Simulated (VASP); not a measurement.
Set up this calculation in VASP 6.6.1, as the native input.

| Property | Result |
| --- | --- |
| Task | single point |
| Functional | PBE |
| Potentials or basis | VASP PAW PBE potentials, release 64 (Hg, Te) |
| Cutoff | 520 eV |
| k mesh | 11 × 11 × 11 |
| Occupations | fermi-dirac, width 0.03 eV |
| Spin | no spin polarisation |
| Dipole correction | no |
| Further INCAR settings | ALGO = Normal; EDIFF = 1e-07; NBANDS = 16 |

The structure of HgTe lies in POSCAR:

```
HgTe
1.0
    0.0000000000      3.2018651199      3.2018651199
    3.2018651199      0.0000000000      3.2018651199
    3.2018651199      3.2018651199      0.0000000000
Hg Te
1 1
Direct
    0.0000000000      0.0000000000      0.0000000000
    0.7500000000      0.7500000000      0.7500000000
```

The input as run:

INCAR

```
SYSTEM = HgTe
PREC     = Accurate       ! precision mode
ENCUT    = 520            ! plane-wave cutoff, eV
EDIFF    = 1E-7           ! SCF threshold, eV
ISMEAR   = -1             ! smearing method
SIGMA    = 0.03           ! smearing width, eV
LREAL    = .FALSE.        ! projectors in reciprocal space
LASPH    = .TRUE.         ! aspherical terms in the spheres
NELM     = 60             ! most SCF steps
ALGO     = Normal         ! electronic algorithm
ISIF     = 2              ! what is computed and relaxed
LWAVE    = .FALSE.        ! write WAVECAR
LCHARG   = .FALSE.        ! write CHGCAR
GGA      = PE             ! functional
NBANDS   = 16             ! bands
```

KPOINTS

```
Automatic mesh
0
G
  11 11 11
  0 0 0
```

Potentials or basis: VASP PAW PBE potentials, release 64 (Hg, Te).

Run with:

```console
$ cat potpaw_PBE.64/Hg/POTCAR potpaw_PBE.64/Te/POTCAR > POTCAR
$ mpirun -np 1 vasp_std > vasp.out
```

It gave:

```
Pressure               : 5.3 GPa
Band gap on the k mesh : zero (filled and empty bands touch)
```

Caveat: the cell stands under pressure; semilocal functionals underestimate gaps, so a narrow gap can read as zero; spin-orbit coupling is left out, which moves the levels of the heavy elements.

Wall time 97 s on 1 thread of Intel Xeon 8259CL, with other jobs on the host, peak memory 0.24 GiB.
